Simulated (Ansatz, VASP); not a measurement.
Two plane-wave programs on CdTe

The input INCAR:

```
  PREC = Accurate
  ENCUT = 520
  EDIFF = 1E-6
  ISMEAR = 0
  SIGMA = 0.02
  LREAL = F
  LASPH = T
  NELM = 80
  ALGO = Normal
  ISIF = 2
  LWAVE = F
  LCHARG = T
  GGA = PE
  LELF = T
  LVHAR = T
  NBANDS = 16
```

Contents of KPOINTS:

```
regular mesh
0
Gamma
  8 8 8
```

File POSCAR:

```
CdTe
1.0
    0.0000000000      3.3009897500      3.3009897500
    3.3009897500      0.0000000000      3.3009897500
    3.3009897500      3.3009897500      0.0000000000
Cd Te
1 1
Direct
    0.0000000000      0.0000000000      0.0000000000
    0.7500000000      0.7500000000      0.7500000000
```

Input for Ansatz:

```yaml
crystal:
  lattice:
    - [0.0, 3.30098975, 3.30098975]
    - [3.30098975, 0.0, 3.30098975]
    - [3.30098975, 3.30098975, 0.0]
  atoms:
    - { symbol: Cd, position: [0.0, 0.0, 0.0] }
    - { symbol: Te, position: [0.75, 0.75, 0.75] }
basis:
  ecutwfc: 420
kpoints:
  mp_grid: { grid: [8, 8, 8] }
hamiltonian:
  xc: pbe
scf:
  occupations: { method: gaussian, width: 0.02 }
output:
  forces: true
  stress: true
  eigenvalues: true
```

Alike in both runs: task single point; functional PBE; k mesh 8 × 8 × 8; occupations gaussian, width 0.02 eV; no spin polarisation.

|  | VASP | Ansatz |
| --- | --- | --- |
| version | VASP 6.6.1 | Ansatz 0.2.0 |
| potentials or method | VASP PAW PBE potentials, release 64 (Cd, Te), cutoff 520 eV | scalar-relativistic, plane waves, PAW |
| valence electrons in the cell | 18 | 36 |

VASP gave:

| Property | Result |
| --- | --- |
| gap on the k mesh at the Fermi level (eV) | 0.60 |
| least direct gap on the mesh (eV) | 0.60 |
| pressure (GPa) | 0.4 |

Question: Which values does Ansatz return?

Answer: gap on the k mesh at the Fermi level (eV): 0.61; least direct gap on the mesh (eV): 0.61; pressure (GPa): 0.3.

VASP's potentials hold 18 valence electrons a cell and Ansatz's 36, so a difference there can come from the potentials and not from the codes.

Neither program's run includes spin-orbit coupling.
